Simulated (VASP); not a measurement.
Set up this calculation in VASP 6.6.1, as the native input.

| Item | Value |
| --- | --- |
| Task | single point |
| Functional | PBE |
| Potentials or basis | VASP PAW PBE potentials, release 64 (In_d, Sb, As) |
| Cutoff | 520 eV |
| k mesh | 3 × 3 × 3 |
| Occupations | gaussian, width 0.1 eV |
| Spin | no spin polarisation |
| Dipole correction | no |
| Further INCAR settings | ALGO = Normal; EDIFF = 1e-06; NBANDS = 28 |

The structure of InSb2As3 lies in POSCAR:

```
InSb2As3
1.0
    2.6086023382      1.5060772644      6.6558668727
   -2.6086023382      1.5060772644      6.6558668727
    0.0000000000     -3.0121545220      6.6558668742
In Sb As
1 2 3
Direct
    0.0000000000      0.0000000000      0.0000000000
    0.6187223871      0.6187223871      0.6187223871
    0.3812776129      0.3812776129      0.3812776129
    0.0000000000      0.5000000000      0.0000000000
    0.5000000000      0.0000000000      0.0000000000
    0.0000000000      0.0000000000      0.5000000000
```

The input as run:

INCAR

```
SYSTEM = InSb2As3
ALGO     = Normal         ! electronic algorithm
EDIFF    = 1E-6           ! SCF threshold, eV
ENCUT    = 520            ! plane-wave cutoff, eV
GGA      = PE             ! functional
ISIF     = 2              ! what is computed and relaxed
ISMEAR   = 0              ! smearing method
LASPH    = .True.         ! aspherical terms in the spheres
LCHARG   = .False.        ! write CHGCAR
LREAL    = .False.        ! projectors in reciprocal space
LWAVE    = .False.        ! write WAVECAR
NBANDS   = 28             ! bands
NELM     = 80             ! most SCF steps
PREC     = Accurate       ! precision mode
SIGMA    = 0.1            ! smearing width, eV
```

KPOINTS

```
k-points
0
Gamma
  3 3 3
  0 0 0
```

Potentials or basis: VASP PAW PBE potentials, release 64 (In_d, Sb, As).

The run is started by

```sh
$ cat potpaw_PBE.64/In_d/POTCAR potpaw_PBE.64/Sb/POTCAR potpaw_PBE.64/As/POTCAR > POTCAR
$ mpirun -np 1 vasp_std > vasp.out
```

It gave:

```
Pressure               : -0.1 GPa
Largest force          : 0.015 eV/Å
Band gap on the k mesh : zero (band 19 reaches 6.69 eV, above the bottom of band 20 at 5.20 eV)
```

Caveat: the k points lie up to 0.48 Å⁻¹ apart; spin-orbit coupling is left out, which moves the levels of the heavy elements.

Wall time 54 s on 1 thread of Intel(R) Xeon(R) Platinum 8259CL CPU @ 2.50GHz (Skylake/Cascade Lake), with other jobs on the host, peak memory 0.38 GiB.
